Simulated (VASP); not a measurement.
# Zn2S: relaxation of cell and atoms with PBE

Crystal: Zn2S.

```
Zn S
1.0
     3.93426    0.00000    0.00000
     0.00000    3.93426    0.00000
     0.00000    0.00000    3.94050
Zn S
2 1
Direct
  0.00000 0.50000 0.00000
  0.50000 0.00000 0.00000
  0.50000 0.50000 0.00000
```

The cell was built from a structure type or drawn by symmetry, and may not be a known phase.

```json
{
 "Program": "VASP 6.6.1",
 "Task": "relaxation of cell and atoms",
 "Functional": "PBE",
 "Potentials or basis": "VASP PAW PBE potentials, release 64 (Zn, S)",
 "Cutoff": "600 eV",
 "k mesh": "4 × 4 × 4",
 "Occupations": "gaussian, width 0.1 eV",
 "Spin": "no spin polarisation",
 "Dipole correction": "no",
 "Further INCAR settings": "ALGO = Normal; EDIFF = 1e-07; IBRION = 2; EDIFFG = -0.04; NSW = 90; ISIF = 3"
}
```

The relaxed volume is 29.59 Å³/atom. The relaxed cell is a = 4.781 Å, b = 4.781 Å, c = 3.883 Å, α = 90.00°, β = 90.00°, γ = 90.00°, the space group after relaxing (to 0.1 Å) is P4/mmm (No. 123) and the energy gained by relaxing is 1086.9 meV/atom. The ionic steps are 7, the pressure after relaxing is 0.0 GPa and the band gap on the k mesh is zero (bands 15 and 16 overlap by 2.16 eV).

Stress tensor (GPa, compression positive):
```
 0.09  0.00  0.00
 0.00  0.09  0.00
 0.00  0.00 -0.20
```

The path:
| step | energy change (eV) | largest force (eV/Å) | pressure (GPa) | volume (Å³) |
| --- | --- | --- | --- | --- |
| 1 | 0.0000 | 0.0000 | 39.27 | 60.99 |
| 2 | -2.7170 | 0.0000 | -3.95 | 112.62 |
| 3 | -3.2462 | 0.0000 | 0.87 | 86.79 |
| 4 | -3.2585 | 0.0000 | -0.40 | 90.56 |
| 5 | -3.2596 | 0.0000 | -0.05 | 89.58 |
| 6 | -3.2600 | 0.0000 | -0.03 | 89.38 |
| 7 | -3.2608 | 0.0000 | -0.01 | 88.76 |

Final structure:
```xyz
3
Lattice="4.7812 0.0000 0.0000 0.0000 4.7812 0.0000 0.0000 0.0000 3.8830" Properties=species:S:1:pos:R:3 pbc="T T T"
Zn    4.7812    2.3906    0.0000
Zn    2.3906    0.0000    0.0000
S     2.3906    2.3906    0.0000
```

Levels at points of the mesh, in eV from the Fermi level:
| k point | band 11 | band 12 | band 13 | band 14 | band 15 | band 16 | band 17 | band 18 | band 19 |
| --- | --- | --- | --- | --- | --- | --- | --- | --- | --- |
| (0.00, 0.00, 0.00) | -7.34 | -4.88 | -4.88 | -3.09 | -2.33 | -1.65 | 4.07 | 4.07 | 5.04 |
| (0.50, 0.00, 0.00) | -7.39 | -6.13 | -4.47 | -2.18 | -2.02 | 1.15 | 2.33 | 3.75 | 4.95 |
| (0.50, 0.50, 0.00) | -7.44 | -5.57 | -5.57 | -1.73 | -1.25 | 2.41 | 2.41 | 4.88 | 5.05 |
| (0.00, 0.00, 0.50) | -7.17 | -4.64 | -4.64 | -4.22 | -1.93 | -0.63 | 1.64 | 3.29 | 5.09 |
| (0.50, 0.00, 0.50) | -7.33 | -5.51 | -4.27 | -3.63 | -1.07 | 0.27 | 2.25 | 2.73 | 3.21 |
| (0.50, 0.50, 0.50) | -7.41 | -5.04 | -5.04 | -3.10 | -0.18 | 0.83 | 0.83 | 3.52 | 4.17 |

Run time: 88 s on 1 thread of Intel(R) Xeon(R) Platinum 8259CL CPU @ 2.50GHz (Skylake/Cascade Lake) (shared host), peak memory 0.19 GiB.

Caveat: the k points lie up to 0.40 Å⁻¹ apart in the final cell, too coarse for converged energies and pressures of a metal; the volume moved by over 15 % at a fixed basis, so the end points are rough.
